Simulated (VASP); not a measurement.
# Al32Au (a cell with a defect) in VASP: a series of runs

Al32Au (a cell with a defect) is run at these levels: PBE+D3(BJ); tasks: single point.

All numbers are computed with VASP 6.6.1; they aren't measurements. Logs are shortened: lines on timing, memory, paths and dates and some standing lists are left out, and cuts for length are marked.

## 1. The cell of the first run

The cell holds a defect, 33 atoms: a = 8.100 Å, b = 8.100 Å, c = 8.100 Å, α = 90.00°, β = 90.00°, γ = 90.00°.

## 2. Single point, PBE+D3(BJ)

INCAR

```
SYSTEM = Al32Au
  PREC = Accurate
  ENCUT = 520
  EDIFF = 1E-6
  ISMEAR = 0
  SIGMA = 0.1
  LREAL = Auto
  LASPH = .True.
  NELM = 60
  ALGO = Normal
  ISIF = 2
  LWAVE = .False.
  LCHARG = .False.
  GGA = PE
  IVDW = 12
  NBANDS = 76
```

KPOINTS

```
regular mesh
0
Gamma
  3 3 3
  0 0 0
```

POSCAR

```
Al32Au
1.0
    8.1000000000      0.0000000000      0.0000000000
    0.0000000000      8.1000000000      0.0000000000
    0.0000000000      0.0000000000      8.1000000000
Al Au
32 1
Direct
    0.4963847926     -0.0033589815     -0.0587243646
    0.7480040414      0.2482116969     -0.0059803697
    0.7989735641     -0.0034898544      0.2464899519
   -0.0042835463     -0.0038428705     -0.0164925422
    0.2441225037      0.2478330760     -0.0056900445
    0.4959478505      0.4959111734     -0.0164799634
    0.7475886918      0.7443582511     -0.0056604418
    0.1911585693     -0.0033832851      0.2465957055
    0.4962787714      0.2991132451      0.2464953093
    0.7589033689      0.4958619332      0.2461079717
    0.4962785211     -0.0034847543      0.5490973533
    0.7482291287      0.2484411157      0.4984223587
    0.7589024539     -0.0038731280      0.7458438129
   -0.0037965496      0.4964383950     -0.0077706816
    0.2446035750      0.7447974005     -0.0052210670
   -0.0043185164      0.2591127253      0.2461142851
    0.2333101448      0.4958971654      0.2461259226
    0.4963858822      0.6912909838      0.2466211890
   -0.0043190277     -0.0038672914      0.5090927898
    0.2438170827      0.2482250224      0.4982059856
    0.4959244956      0.4958713863      0.5091136745
    0.7480033425      0.7440393893      0.4981920100
    0.2333095042     -0.0038554246      0.7458789424
    0.4959249729      0.2591326561      0.7458537623
    0.7499689850      0.4963746884      0.7463553843
   -0.0042829920      0.7335275537      0.2461389327
   -0.0038491210      0.4963683408      0.5001680075
    0.2441240342      0.7443301570      0.4978127185
   -0.0038494968      0.2501871980      0.7463486752
    0.2420347708      0.4964349446      0.7464147123
    0.4959483415      0.7335394568      0.7458935532
   -0.0037963639      0.7422485842      0.7464183582
    0.4947518751      0.9948638208      0.2448490883
```

Potentials or basis: VASP PAW PBE potentials, release 64 (Al, Au).

The run is started by

```
cat potpaw_PBE.64/Al/POTCAR potpaw_PBE.64/Au/POTCAR > POTCAR
mpirun -np 1 vasp_std > vasp.out
```

OUTCAR:

```text
SYSTEM = Al32Au
   PREC = Accurate
   ENCUT = 520
   EDIFF = 1E-6
   ISMEAR = 0
   LREAL = Auto
   LASPH = .True.
   NELM = 60
   ISIF = 2
   GGA = PE
   IVDW = 12
 IVDW          = 12

 ion  position               nearest neighbor table
   1  0.496  0.997  0.941-  33 2.46  24 2.65  13 2.65  23 2.65  31 2.65   2 2.91   5 2.92   7 2.92
                            15 2.92  11 3.18
   2  0.748  0.248  0.994-  29 2.84  25 2.84  14 2.84   6 2.86  10 2.86   4 2.86  16 2.86  24 2.87
                            13 2.87   1 2.91   3 2.92   9 2.92
   3  0.799  0.997  0.246-  33 2.46  19 2.66  16 2.66   4 2.66  26 2.66  12 2.92   2 2.92  22 2.92
                             7 2.92   8 3.18
   4  0.996  0.996  0.984-   8 2.65   3 2.66  13 2.72  23 2.72  32 2.81  29 2.81   2 2.86   7 2.86
                             5 2.87  15 2.87  26 3.01  16 3.01
   5  0.244  0.248  0.994-  29 2.84  30 2.84  14 2.84  17 2.86   6 2.86   4 2.87  23 2.87  16 2.87
                            24 2.87   1 2.92   8 2.92   9 2.92
   6  0.496  0.496  0.984-  18 2.65   9 2.66  24 2.72  31 2.72  30 2.81  25 2.81   2 2.86   5 2.86
                             7 2.87  15 2.87  17 3.01  10 3.01
   7  0.748  0.744  0.994-  25 2.84  14 2.84  32 2.84   4 2.86  26 2.86  31 2.87   6 2.87  13 2.87
                            10 2.87  18 2.92   1 2.92   3 2.92
   8  0.191  0.997  0.247-  33 2.46  16 2.65  19 2.65   4 2.65  26 2.65  20 2.91   5 2.92  28 2.92
                            15 2.92   3 3.18
   9  0.496  0.299  0.246-  33 2.46  10 2.66  21 2.66  17 2.66   6 2.66  12 2.92  20 2.92   2 2.92
[... 32 lines left out ...]
                             2 2.84  22 2.84  12 2.84   7 2.84
  26  0.996  0.734  0.246-   8 2.65   3 2.66  10 2.72  17 2.72  14 2.81  27 2.81  22 2.86   7 2.86
                            28 2.87  15 2.87   4 3.01  19 3.01
  27  0.996  0.496  0.500-  26 2.81  17 2.82  10 2.82  16 2.82  32 2.82  30 2.82  29 2.82  25 2.82
                            20 2.84  22 2.84  12 2.84  28 2.84
  28  0.244  0.744  0.498-  27 2.84  30 2.84  32 2.84  23 2.86  31 2.86  26 2.87  17 2.87  19 2.87
                            21 2.87  18 2.92   8 2.92  11 2.92
  29  0.996  0.250  0.746-   4 2.81  23 2.82  13 2.82  19 2.82  14 2.82  30 2.82  27 2.82  25 2.82
                            20 2.84   2 2.84  12 2.84   5 2.84
  30  0.242  0.496  0.746-  31 2.81   6 2.81  21 2.81  24 2.81  32 2.82  14 2.82  27 2.82  29 2.82
                            20 2.84   5 2.84  28 2.84  15 2.85
  31  0.496  0.734  0.746-   1 2.65  11 2.66  21 2.72   6 2.72  30 2.81  25 2.81  22 2.86  28 2.86
                             7 2.87  15 2.87  23 3.01  13 3.01
  32  0.996  0.742  0.746-   4 2.81  23 2.81  13 2.81  19 2.82  14 2.82  30 2.82  25 2.82  27 2.82
                            22 2.84  28 2.84   7 2.84  15 2.85
  33  0.495  0.995  0.245-  18 2.46   1 2.46   8 2.46   3 2.46  11 2.46   9 2.46

  LATTYP: Found a simple cubic cell.
 ALAT       =     8.1000000000

  Lattice vectors:

 A1 = (   8.1000000000,   0.0000000000,   0.0000000000)
 A2 = (   0.0000000000,   8.1000000000,   0.0000000000)
 A3 = (   0.0000000000,   0.0000000000,   8.1000000000)

Analysis of symmetry for initial positions (statically):
=====================================================================
 Subroutine PRICEL returns:
 Original cell was already a primitive cell.

 Routine SETGRP: Setting up the symmetry group for a
 simple cubic supercell.

 Subroutine GETGRP returns: Found  2 space group operations
 (whereof  1 operations were pure point group operations)
 out of a pool of 48 trial point group operations.

The static configuration has the point symmetry C_1 .
 The point group associated with its full space group is C_1h.

Analysis of symmetry for dynamics (positions and initial velocities):
=====================================================================
 Subroutine PRICEL returns:
 Original cell was already a primitive cell.

 Routine SETGRP: Setting up the symmetry group for a
 simple cubic supercell.

 Subroutine GETGRP returns: Found  2 space group operations
 (whereof  1 operations were pure point group operations)
 out of a pool of 48 trial point group operations.

The dynamic configuration has the point symmetry C_1 .
 The point group associated with its full space group is C_1h.

 Subroutine INISYM returns: Found  2 space group operations
 (whereof  1 operations are pure point group operations),
 and found     1 'primitive' translations

----------------------------------------------------------------------------------------

                                     Primitive cell

  volume of cell :     531.4410

  direct lattice vectors                    reciprocal lattice vectors
     8.100000000  0.000000000  0.000000000     0.123456790  0.000000000  0.000000000
     0.000000000  8.100000000  0.000000000     0.000000000  0.123456790  0.000000000
     0.000000000  0.000000000  8.100000000     0.000000000  0.000000000  0.123456790

  length of vectors
     8.100000000  8.100000000  8.100000000     0.123456790  0.123456790  0.123456790

  position of ions in fractional coordinates (direct lattice)
     0.496384793  0.996641019  0.941275635
     0.748004041  0.248211697  0.994019630
     0.798973564  0.996510146  0.246489952
     0.995716454  0.996157129  0.983507458
     0.244122504  0.247833076  0.994309956
     0.495947851  0.495911173  0.983520037
[... 25 lines left out ...]
     0.996203636  0.742248584  0.746418358
     0.494751875  0.994863821  0.244849088

  ion indices of the primitive-cell ions
   primitive index   ion index
                 1           1
                 2           2
                 3           3
                 4           4
                 5           5
                 6           6
[... 25 lines left out ...]
                32          32
                33          33

----------------------------------------------------------------------------------------

 KPOINTS: regular mesh

Automatic generation of k-mesh.
 Grid dimensions read from file:
 generate k-points for:    3    3    3

 Generating k-lattice:

  Cartesian coordinates                     Fractional coordinates (reciprocal lattice)
     0.041152263  0.000000000  0.000000000     0.333333333  0.000000000  0.000000000
     0.000000000  0.041152263  0.000000000     0.000000000  0.333333333  0.000000000
     0.000000000  0.000000000  0.041152263     0.000000000  0.000000000  0.333333333

  Length of vectors
     0.041152263  0.041152263  0.041152263

  Shift w.r.t. Gamma in fractional coordinates (k-lattice)
     0.000000000  0.000000000  0.000000000

 Subroutine IBZKPT returns following result:
 ===========================================

 Found     10 irreducible k-points:

 Following reciprocal coordinates:
            Coordinates               Weight
  0.000000  0.000000  0.000000      1.000000
  0.333333  0.000000  0.000000      2.000000
  0.000000  0.333333  0.000000      4.000000
  0.333333  0.333333  0.000000      4.000000
  0.000000  0.333333  0.333333      2.000000
 -0.333333  0.333333  0.000000      4.000000
  0.000000 -0.333333  0.333333      2.000000
  0.333333  0.333333  0.333333      2.000000
 -0.333333  0.333333  0.333333      2.000000
 -0.333333 -0.333333  0.333333      4.000000
   k-points           NKPTS =     10   k-points in BZ     NKDIM =     10   number of bands    NBANDS=     76
   number of dos      NEDOS =    301   number of ions     NIONS =     33
   total plane-waves  NPLWV = 216000
   dimension x,y,z NGX =    60 NGY =   60 NGZ =   60
   dimension x,y,z NGXF=   120 NGYF=  120 NGZF=  120
   ions per type =              32   1
   NGX,Y,Z   is equivalent  to a cutoff of  12.31, 12.31, 12.31 a.u.
   NGXF,Y,Z  is equivalent  to a cutoff of  24.63, 24.63, 24.63 a.u.
 SYSTEM =  Al32Au
   PREC   = accura    normal or accurate (medium, high low for compatibility)
   ISTART =      0    job   : 0-new  1-cont  2-samecut
   ICHARG =      2    charge: 1-file 2-atom 10-const
   ISPIN  =      1    spin polarized calculation?
   LNONCOLLINEAR =      F non collinear calculations
   LSORBIT =      F    spin-orbit coupling
   LASPH  =      T    aspherical Exc in radial PAW
   ENCUT  =  520.0 eV  38.22 Ry    6.18 a.u.  15.06 15.06 15.06*2*pi/ulx,y,z
   NELM   =     60;   NELMIN=  2; NELMDL= -5     # of ELM steps
   EDIFF  = 0.1E-05   stopping-criterion for ELM
   LREAL  =      T    real-space projection
   EDIFFG = 0.1E-04   stopping-criterion for IOM
   NSW    =      0    number of steps for IOM
   IBRION =     -1    ionic relax: 0-MD 1-quasi-New 2-CG
   NFREE  =      0    steps in history (QN), initial steepest desc. (CG)
   ISIF   =      2    stress and relaxation
   ISYM   =      2    0-nonsym 1-usesym 2-fastsym
   POTIM  = 0.5000    time-step for ionic-motion
   TEBEG  =    0.0;   TEEND  =   0.0 temperature during run
   PSTRESS=    0.0 pullay stress
   NELECT =     107.0000    total number of electrons
   NUPDOWN=      -1.0000    fix difference up-down
   EMIN   =  10.00;   EMAX   =-10.00  energy-range for DOS
   EFERMI =   0.00;   METHOD = LEGACY
   ISMEAR =     0;   SIGMA  =   0.10  broadening in eV -4-tet -1-fermi 0-gaus
   EFERMI_NEDOS =   21; number of points for ismear=-14 and -15
   IALGO  =     38    algorithm
   IMIX   =      4    mixing-type and parameters
     AMIX     =   0.40;   BMIX     =  1.00
     AMIX_MAG =   1.60;   BMIX_MAG =  1.00
  volume/ion in A,a.u.               =      16.10       108.68
  Fermi-wavevector in a.u.,A,eV,Ry     =   0.959513  1.813218 12.526422  0.920666
  Thomas-Fermi vector in A             =   2.088716
   LORBIT       =      0    0 simple, 1 ext, 2 COOP (PROOUT), +10 PAW based schemes
   GGA     = PE    functional components
   LHFCALC =     F    Hartree Fock is set to
   AEXX    =    0.0000 exact exchange contribution
   IVDW    =    12    specifies the selected vdW correction
   LEPSILON=     F    determine dielectric tensor
   LRPA    =     F    only Hartree local field effects (RPA)
 non-spin polarized calculation
 Gauss-broadening in eV      SIGMA  =   0.10
  energy-cutoff  :      520.00
  volume of cell :      531.44
 maximum number of plane-waves:     14358
   NGX = 31   NGY = 31   NGZ = 31

 number of electron     107.0000003 magnetization

 Free energy of the ion-electron system (eV)
  ---------------------------------------------------
  ext. energy  EPLUGINS =         0.00000000
  ---------------------------------------------------
  free energy    TOTEN  =      -122.67077567 eV

  energy without entropy =     -122.59775133  energy(sigma->0) =     -122.63426350

 E-fermi :   8.3292     XC(G=0): -10.3538

 val. band max:        8.2976507275   @ k =   0.3333   0.3333   0.3333
 cond. band min:       8.3332762636   @ k =  -0.3333   0.3333   0.3333
 fundamental gap:      0.0356255361
 Fermi energy:         8.3291837526

 k-point     1 :       0.0000    0.0000    0.0000
  band No.  band energies     occupation
      1      -2.9805      2.00000
      2      -0.9954      2.00000
      3      -0.9954      2.00000
      4      -0.7400      2.00000
      5      -0.5742      2.00000
      6      -0.5742      2.00000
[... 669 lines left out ...]
     64       9.9775      0.00000
     65      10.1155      0.00000
 [bands above 65 left out]

------------------------ aborting loop because EDIFF is reached ----------------------------------------

 Edisp (eV)  -11.67860

 E8    (eV) :    -5.2289

  FORCE on cell =-STRESS in cart. coord.  units (eV):
  Direction    XX          YY          ZZ          XY          YZ          ZX
  --------------------------------------------------------------------------------------
  -------------------------------------------------------------------------------------
  Total       4.38899     4.39299     4.39299    -0.02274    -0.02533    -0.02274
  in kB      13.23185    13.24390    13.24390    -0.06855    -0.07637    -0.06855
  external pressure =       13.24 kB  Pullay stress =        0.00 kB

 VOLUME and BASIS-vectors are now :
 -----------------------------------------------------------------------------
  energy-cutoff  :      520.00
  volume of cell :      531.44
      direct lattice vectors                 reciprocal lattice vectors
     8.100000000  0.000000000  0.000000000     0.123456790  0.000000000  0.000000000
     0.000000000  8.100000000  0.000000000     0.000000000  0.123456790  0.000000000
     0.000000000  0.000000000  8.100000000     0.000000000  0.000000000  0.123456790

 POSITION                                       TOTAL-FORCE (eV/Angst)
 -----------------------------------------------------------------------------------
      4.02072      8.07279      7.62433        -0.002289     -0.001091      0.012689
      6.05883      2.01051      8.05156        -0.000168     -0.000389     -0.000481
      6.47169      8.07173      1.99657        -0.008961     -0.003913     -0.003913
      8.06530      8.06887      7.96641        -0.000187     -0.001416     -0.002457
      1.97739      2.00745      8.05391         0.000599      0.006220      0.000710
      4.01718      4.01688      7.96651        -0.001815     -0.001029     -0.003049
[... 25 lines left out ...]
      8.06925      6.01221      6.04599        -0.000904      0.001819     -0.000475
      4.00749      8.05840      1.98328         0.004314      0.004723      0.004723
 -----------------------------------------------------------------------------------
    total drift:                                0.012828      0.023933     -0.000923

  FREE ENERGIE OF THE ION-ELECTRON SYSTEM (eV)
  ---------------------------------------------------
  free  energy   TOTEN  =      -134.3493754791 eV

  energy  without entropy=     -134.2763511408  energy(sigma->0) =     -134.31286331
```

Wall time 11 min (1 thread of Intel Xeon Platinum 8259CL at 2.50GHz (Skylake/Cascade Lake), shared host); peak memory 0.61 GiB.

Results:

- Free energy: -134.3494 eV
- Pressure: 1.3 GPa
- Largest force: 0.013 eV/Å
- Band gap on the k mesh: zero (an odd number of electrons rules out a gap without spin polarisation)
- Dispersion energy per atom: -0.354 eV

Forces on the atoms (eV/Å):
```
Al  -0.002 -0.001  0.013
Al   0.000  0.000  0.000
Al  -0.009 -0.004 -0.004
Al   0.000 -0.001 -0.002
Al   0.001  0.006  0.001
Al  -0.002 -0.001 -0.003
Al   0.006  0.001  0.001
Al   0.010 -0.001 -0.001
Al  -0.002 -0.009 -0.003
Al   0.003  0.002  0.002
Al  -0.002 -0.003 -0.009
Al  -0.003 -0.003 -0.003
Al   0.003  0.002  0.002
Al  -0.001  0.000  0.002
Al  -0.004 -0.002 -0.002
Al   0.003  0.003  0.002
Al  -0.002 -0.001 -0.001
Al  -0.002  0.013 -0.001
Al   0.003  0.002  0.003
Al  -0.001 -0.001 -0.001
Al   0.001  0.003  0.002
Al   0.000  0.000  0.000
Al  -0.002 -0.001 -0.001
Al   0.001  0.002  0.003
Al   0.000 -0.002 -0.002
Al   0.000 -0.002 -0.001
Al  -0.002 -0.001  0.000
Al   0.001  0.001  0.006
Al  -0.002  0.000 -0.001
Al   0.002 -0.001 -0.001
Al  -0.002 -0.003 -0.001
Al  -0.001  0.002  0.000
Au   0.004  0.005  0.005
```

Caveat: spin-orbit coupling is left out, which moves the levels of the heavy elements.

## 3. Single point, PBE+D3(BJ)

INCAR

```
SYSTEM = Al32Au
PREC = Accurate
ENCUT = 520
EDIFF = 1E-7
ISMEAR = 0
SIGMA = 0.1
LREAL = Auto
LASPH = .TRUE.
NELM = 100
ALGO = Normal
ISIF = 2
LWAVE = .FALSE.
LCHARG = .FALSE.
GGA = PE
IVDW = 12
NBANDS = 76
```

KPOINTS

```
Automatic mesh
0
G
  3 3 3
  0 0 0
```

POSCAR

```
Al32Au
1.0
    8.1000000000      0.0000000000      0.0000000000
    0.0000000000      8.1000000000      0.0000000000
    0.0000000000      0.0000000000      8.1000000000
Al Au
32 1
Direct
    0.4941346963      0.0058964532     -0.0062730077
    0.7462576525      0.2538230576     -0.0168504918
    0.7459732661      0.0577296269      0.2457076721
   -0.0016174994      0.0055691732     -0.0058165193
    0.2461362436      0.2538992904     -0.0078165392
    0.4944593531      0.5016466955     -0.0058218016
    0.7458555107      0.7541868274     -0.0579733821
    0.2462480597      0.0166967538      0.2459845441
    0.4833481490      0.2537953418      0.2459784045
    0.7461981078      0.4499269559      0.2459957914
    0.4943683440      0.0056718033      0.4984755335
    0.7461996041      0.2537248479      0.5086234539
    0.7461484088      0.0167340798      0.7459057824
   -0.0022404790      0.5022747998     -0.0056467995
    0.2462196162      0.7537727440     -0.0168553457
    0.0088002883      0.2537555082      0.2459161478
    0.2462754107      0.4912358158      0.2459149535
    0.4423126240      0.7540659314      0.2457103927
   -0.0021380499      0.0052430166      0.4976615519
    0.2462272113      0.2538072839      0.5002324337
    0.4948058800      0.5021665241      0.4976656979
    0.7461306749      0.7539038391      0.5498771725
    0.2461054317      0.0074389978      0.7458710269
    0.4925964314      0.2539308086      0.7458732519
    0.7461598607      0.4911443316      0.7460612555
    0.0501147004      0.7538384165      0.2459929469
   -0.0017908333      0.5018243370      0.4980635317
    0.2463084433      0.7538389544      0.5086188192
    0.0006320959      0.2537954369      0.7459787087
    0.2462408995      0.4994022318      0.7459805817
    0.4833045845      0.7538892235      0.7459094935
    0.0088886450      0.7538796245      0.7460615014
    0.7462284678      0.7538167677      0.2460215374
```

Potentials or basis: VASP PAW PBE potentials, release 64 (Al, Au).

The run is started by

```
cat potpaw_PBE.64/Al/POTCAR potpaw_PBE.64/Au/POTCAR > POTCAR
mpirun -np 1 vasp_std > vasp.out
```

Run time: 19 min. Hardware: 1 thread of Intel Xeon 8259CL, shared host; peak memory 0.68 GiB.

It converged, with:

```
Free energy                : -134.3491 eV
Pressure                   : 1.3 GPa
Largest force              : 0.026 eV/Å
Band gap on the k mesh     : zero (an odd number of electrons rules out a gap without spin polarisation)
Dispersion energy per atom : -0.354 eV
```

Forces in eV/Å, atoms in the order of the input:
```
Al  -0.001  0.001  0.005
Al   0.007  0.002 -0.006
Al  -0.001 -0.017  0.004
Al  -0.007  0.006 -0.005
Al   0.002 -0.002 -0.004
Al  -0.006  0.007 -0.004
Al   0.005 -0.005  0.019
Al  -0.002  0.003  0.006
Al  -0.004  0.001  0.006
Al  -0.001  0.009 -0.001
Al  -0.005  0.005 -0.021
Al   0.009  0.003  0.008
Al   0.012  0.005  0.001
Al   0.010 -0.009 -0.009
Al  -0.002 -0.007 -0.006
Al   0.014  0.003  0.007
Al  -0.003 -0.014  0.007
Al   0.016  0.001  0.005
Al   0.006  0.016  0.005
Al   0.002 -0.002 -0.019
Al  -0.017 -0.006  0.004
Al   0.003 -0.003 -0.007
Al   0.001  0.015  0.004
Al  -0.015 -0.002  0.004
Al   0.009 -0.007 -0.003
Al  -0.009  0.001 -0.001
Al  -0.005  0.005 -0.007
Al  -0.003 -0.009  0.008
Al  -0.025 -0.004  0.003
Al   0.003  0.025  0.003
Al  -0.005 -0.011  0.001
Al   0.008 -0.009 -0.002
Au   0.001 -0.001 -0.005
```

Levels at points of the mesh, in eV from the Fermi level:
| k point | band 51 | band 52 | band 53 | band 54 | band 55 | band 56 |
| --- | --- | --- | --- | --- | --- | --- |
| (0.00, 0.00, 0.00) | -0.33 | -0.33 | 0.08 | 0.21 | 0.21 | 0.21 |

Caveat: spin-orbit coupling is left out, which moves the levels of the heavy elements.
